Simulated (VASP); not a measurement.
# SnTe (Imm2) in VASP: a series of runs, part 2 of 2

VASP 6.6.1.

### 3 Single point, PBE (all Te atoms moved +0.075 Å, as atom 2 along Cartesian [1 1 0])

Contents of INCAR:

```
ALGO = Normal
EDIFF = 1E-6
ENCUT = 520
GGA = PE
ISIF = 2
ISMEAR = 0
LASPH = T
LCHARG = F
LREAL = F
LWAVE = F
NBANDS = 17
NELM = 100
PREC = Accurate
SIGMA = 0.03
```

Contents of KPOINTS:

```
k-points
0
Gamma
  10 10 10
```

Contents of POSCAR:

```
SnTe
1.0
    0.0000000000      3.1565000000      3.1565000000
    3.1565000000      0.0000000000      3.1565000000
    3.1565000000      3.1565000000      0.0000000000
Sn Te
1 1
Direct
    0.0000000000      0.0000000000      0.0000000000
    0.5000000000      0.5000000000      0.5168012066
```

Potentials or basis: VASP PAW PBE potentials, release 64 (Sn_d, Te).

Launch:

```
$ cat potpaw_PBE.64/Sn_d/POTCAR potpaw_PBE.64/Te/POTCAR > POTCAR
$ mpirun -np 1 vasp_std > vasp.out
```

Wall time 55 s (1 thread of Intel Xeon 6975P-C (Granite Rapids), shared host); peak memory 0.33 GiB.

It converged, with:

```
Free energy            : -7.5464 eV
Pressure               : 2.0 GPa
Largest force          : 0.024 eV/Å
Band gap on the k mesh : 0.06 eV, direct
```

Forces in eV/Å, atoms in the order of the input:
```
Sn   0.017  0.017  0.000
Te  -0.017 -0.017  0.000
```

Stress tensor (GPa, compression positive):
```
2.06 0.03 0.00
0.03 2.06 0.00
0.00 0.00 1.98
```

Levels at points of the mesh, in eV from the valence-band top:
```csv
k point,band 7,band 8,band 9,band 10,band 11,band 12,band 13,band 14
"(0.00, 0.00, 0.00)",-4.72,-2.17,-2.15,-2.15,3.27,3.28,3.32,4.74
"(0.50, 0.00, 0.00)",-8.33,-1.84,-1.84,0.00,0.06,0.38,0.39,7.74
"(0.00, 0.00, 0.50)",-8.32,-1.85,-1.82,-0.11,0.17,0.36,0.38,7.72
"(0.50, 0.50, 0.00)",-6.49,-5.56,-3.75,-3.73,2.14,4.89,4.92,6.33
"(0.00, 0.50, 0.50)",-6.52,-5.53,-3.74,-3.74,2.16,4.89,4.89,6.33
```

Caveat: the cell differs from its parent crystal (all Te atoms moved +0.075 Å, as atom 2 along Cartesian [1 1 0]); spin-orbit coupling is left out, which moves the levels of the heavy elements.

### 4 Single point, PBE (all Te atoms moved -0.050 Å, as atom 2 along Cartesian [1 1 0])

Contents of INCAR:

```
SYSTEM = SnTe
PREC = Accurate
ENCUT = 520
EDIFF = 1E-6
ISMEAR = 0
SIGMA = 0.03
LREAL = .False.
LASPH = .True.
NELM = 60
ALGO = Normal
ISIF = 2
LWAVE = .False.
LCHARG = .False.
GGA = PE
NBANDS = 17
```

Contents of KPOINTS:

```
Automatic mesh
0
Gamma
  10 10 10
  0 0 0
```

POSCAR: that of step 3 with these lines changed.

```diff
@@ -9,2 +9,2 @@
     0.0000000000      0.0000000000      0.0000000000
-    0.5000000000      0.5000000000      0.5168012066
+    0.5000000000      0.5000000000      0.4887991956
```

Launch:

```
$ cat potpaw_PBE.64/Sn_d/POTCAR potpaw_PBE.64/Te/POTCAR > POTCAR
$ mpirun -np 1 vasp_std > vasp.out
```

It took 54 s on 1 thread of Intel Xeon 6975P-C (Granite Rapids), shared host; peak memory 0.34 GiB.

It converged, with:

| Property | Result |
| --- | --- |
| Free energy | -7.5469 eV |
| Pressure | 2.0 GPa |
| Largest force | 0.011 eV/Å |
| Band gap on the k mesh | 0.07 eV, direct |

Forces on the atoms (eV/Å):
```
Sn  -0.008 -0.008  0.000
Te   0.008  0.008  0.000
```

Levels at points of the mesh, in eV from the valence-band top:
| k point | band 8 | band 9 | band 10 | band 11 | band 12 | band 13 |
| --- | --- | --- | --- | --- | --- | --- |
| (0.00, 0.00, 0.00) | -2.16 | -2.15 | -2.15 | 3.30 | 3.30 | 3.32 |
| (0.50, 0.00, 0.00) | -1.82 | -1.82 | 0.00 | 0.07 | 0.37 | 0.37 |
| (0.00, 0.00, 0.50) | -1.83 | -1.82 | -0.06 | 0.13 | 0.36 | 0.37 |
| (0.50, 0.50, 0.00) | -5.56 | -3.74 | -3.73 | 2.16 | 4.89 | 4.90 |
| (0.00, 0.50, 0.50) | -5.54 | -3.74 | -3.74 | 2.17 | 4.89 | 4.89 |

Caveat: the cell differs from its parent crystal (all Te atoms moved -0.050 Å, as atom 2 along Cartesian [1 1 0]); spin-orbit coupling is left out, which moves the levels of the heavy elements. A k mesh can miss the band edges.

### 5 Single point, PBE (all Te atoms moved +0.025 Å, as atom 2 along Cartesian [1 1 0])

Contents of INCAR:

```
PREC     = Accurate       # precision mode
ENCUT    = 520            # plane-wave cutoff, eV
EDIFF    = 1E-6           # SCF threshold, eV
ISMEAR   = 0              # smearing method
SIGMA    = 0.03           # smearing width, eV
LREAL    = False          # projectors in reciprocal space
LASPH    = True           # aspherical terms in the spheres
NELM     = 80             # most SCF steps
ALGO     = Normal         # electronic algorithm
ISIF     = 2              # what is computed and relaxed
LWAVE    = False          # write WAVECAR
LCHARG   = False          # write CHGCAR
GGA      = PE             # functional
NBANDS   = 17             # bands
```

Contents of KPOINTS:

```
regular mesh
0
Gamma
  10 10 10
```

POSCAR: that of step 4 with these lines changed.

```diff
@@ -9,2 +9,2 @@
     0.0000000000      0.0000000000      0.0000000000
-    0.5000000000      0.5000000000      0.4887991956
+    0.5000000000      0.5000000000      0.5056004022
```

Launch:

```
$ cat potpaw_PBE.64/Sn_d/POTCAR potpaw_PBE.64/Te/POTCAR > POTCAR
$ mpirun -np 1 vasp_std > vasp.out
```

Run time: 56 s. Hardware: 1 thread of Intel Xeon 6975P-C (Granite Rapids), shared host; peak memory 0.34 GiB.

It converged, with:

```yaml
Free_energy: -7.5470 eV
Pressure: 2.0 GPa
Band_gap_on_the_k_mesh: 0.08 eV, direct
```

Forces in eV/Å, atoms in the order of the input:
```
Sn   0.002  0.002  0.000
Te  -0.002 -0.002  0.000
```

Levels at points of the mesh, in eV from the valence-band top:
| k point | band 6 | band 7 | band 8 | band 9 | band 10 | band 11 | band 12 | band 13 | band 14 | band 15 |
| --- | --- | --- | --- | --- | --- | --- | --- | --- | --- | --- |
| (0.00, 0.00, 0.00) | -12.78 | -4.71 | -2.15 | -2.15 | -2.15 | 3.32 | 3.32 | 3.32 | 4.74 | 4.75 |
| (0.50, 0.00, 0.00) | -11.51 | -8.33 | -1.81 | -1.81 | 0.00 | 0.08 | 0.36 | 0.36 | 7.75 | 8.73 |
| (0.00, 0.00, 0.50) | -11.51 | -8.32 | -1.82 | -1.81 | -0.02 | 0.10 | 0.36 | 0.36 | 7.75 | 8.74 |
| (0.50, 0.50, 0.00) | -11.22 | -6.48 | -5.56 | -3.74 | -3.73 | 2.18 | 4.89 | 4.89 | 6.33 | 8.97 |
| (0.00, 0.50, 0.50) | -11.22 | -6.49 | -5.55 | -3.74 | -3.74 | 2.18 | 4.89 | 4.89 | 6.34 | 8.97 |

Caveat: the cell differs from its parent crystal (all Te atoms moved +0.025 Å, as atom 2 along Cartesian [1 1 0]); spin-orbit coupling is left out, which moves the levels of the heavy elements.

### 6 Single point, PBE (all Te atoms moved +0.087 Å, as atom 2 along Cartesian [1 1 0])

Contents of INCAR:

```
  PREC = Accurate
  ENCUT = 520
  EDIFF = 1E-6
  ISMEAR = 0
  SIGMA = 0.03
  LREAL = F
  LASPH = T
  NELM = 60
  ALGO = Normal
  ISIF = 2
  LWAVE = F
  LCHARG = T
  GGA = PE
  LELF = T
  LVHAR = T
  NBANDS = 17
```

Contents of KPOINTS:

```
Automatic mesh
0
Gamma
  10 10 10
```

POSCAR: that of step 5 with these lines changed.

```diff
@@ -9,2 +9,2 @@
     0.0000000000      0.0000000000      0.0000000000
-    0.5000000000      0.5000000000      0.5056004022
+    0.5000000000      0.5000000000      0.5196014077
```

Potentials or basis: VASP PAW PBE potentials, release 64 (Sn_d, Te).

Launch:

```
$ cat potpaw_PBE.64/Sn_d/POTCAR potpaw_PBE.64/Te/POTCAR > POTCAR
$ mpirun -np 1 vasp_std > vasp.out
```

It took 61 s on 1 thread of Intel Xeon 6975P-C (Granite Rapids), shared host; peak memory 0.33 GiB.

It converged, with:

```
Free energy            : -7.5461 eV
Pressure               : 2.1 GPa
Largest force          : 0.032 eV/Å
Band gap on the k mesh : 0.06 eV, direct
```

Forces on the atoms (eV/Å):
```
Sn   0.022  0.022  0.000
Te  -0.022 -0.022  0.000
```

Stress tensor (GPa, compression positive):
```
2.10 0.04 0.00
0.04 2.10 0.00
0.00 0.00 1.99
```

Levels at points of the mesh, in eV from the valence-band top:
```tsv
k point	band 7	band 8	band 9	band 10	band 11	band 12	band 13	band 14
(0.00, 0.00, 0.00)	-4.72	-2.17	-2.15	-2.15	3.26	3.26	3.32	4.73
(0.50, 0.00, 0.00)	-8.34	-1.85	-1.84	0.00	0.06	0.38	0.40	7.74
(0.00, 0.00, 0.50)	-8.32	-1.86	-1.82	-0.13	0.19	0.36	0.39	7.70
(0.50, 0.50, 0.00)	-6.49	-5.57	-3.76	-3.72	2.13	4.89	4.93	6.32
(0.00, 0.50, 0.50)	-6.54	-5.52	-3.74	-3.74	2.15	4.89	4.90	6.34
```

Caveat: the cell differs from its parent crystal (all Te atoms moved +0.087 Å, as atom 2 along Cartesian [1 1 0]); spin-orbit coupling is left out, which moves the levels of the heavy elements.

### 7 Single point, PBE (all Te atoms moved +0.062 Å, as atom 2 along Cartesian [1 1 0])

Contents of INCAR:

```
SYSTEM = SnTe
PREC = Accurate
ENCUT = 520
EDIFF = 1E-6
ISMEAR = 0
SIGMA = 0.03
LREAL = .False.
LASPH = .True.
NELM = 80
ALGO = Normal
ISIF = 2
LWAVE = .False.
LCHARG = .True.
GGA = PE
LELF = .True.
LVHAR = .True.
NBANDS = 17
```

Contents of KPOINTS:

```
Automatic mesh
0
Gamma
  10 10 10
  0 0 0
```

POSCAR: that of step 6 with these lines changed.

```diff
@@ -9,2 +9,2 @@
     0.0000000000      0.0000000000      0.0000000000
-    0.5000000000      0.5000000000      0.5196014077
+    0.5000000000      0.5000000000      0.5140010055
```

Launch:

```
$ cat potpaw_PBE.64/Sn_d/POTCAR potpaw_PBE.64/Te/POTCAR > POTCAR
$ mpirun -np 1 vasp_std > vasp.out
```

Run time: 56 s. Hardware: 1 thread of Intel Xeon 6975P-C (Granite Rapids), shared host; peak memory 0.34 GiB.

The run converged. Its results:

```
Free energy            : -7.5467 eV
Pressure               : 2.0 GPa
Largest force          : 0.017 eV/Å
Band gap on the k mesh : 0.07 eV, direct
```

Forces in eV/Å, atoms in the order of the input:
```
Sn   0.012  0.012  0.000
Te  -0.012 -0.012  0.000
```

Levels at points of the mesh, in eV from the valence-band top:
```
           k point  band 6  band 7  band 8  band 9  band 10  band 11  band 12  band 13  band 14  band 15
(0.00, 0.00, 0.00)  -12.79   -4.72   -2.16   -2.15    -2.15     3.29     3.29     3.32     4.74     4.77
(0.50, 0.00, 0.00)  -11.52   -8.33   -1.83   -1.83     0.00     0.07     0.37     0.38     7.75     8.72
(0.00, 0.00, 0.50)  -11.53   -8.32   -1.84   -1.82    -0.08     0.15     0.36     0.37     7.73     8.75
(0.50, 0.50, 0.00)  -11.23   -6.49   -5.56   -3.75    -3.73     2.15     4.89     4.91     6.33     8.96
(0.00, 0.50, 0.50)  -11.22   -6.51   -5.54   -3.74    -3.74     2.16     4.89     4.89     6.33     8.96
```

Caveat: the cell differs from its parent crystal (all Te atoms moved +0.062 Å, as atom 2 along Cartesian [1 1 0]); spin-orbit coupling is left out, which moves the levels of the heavy elements.
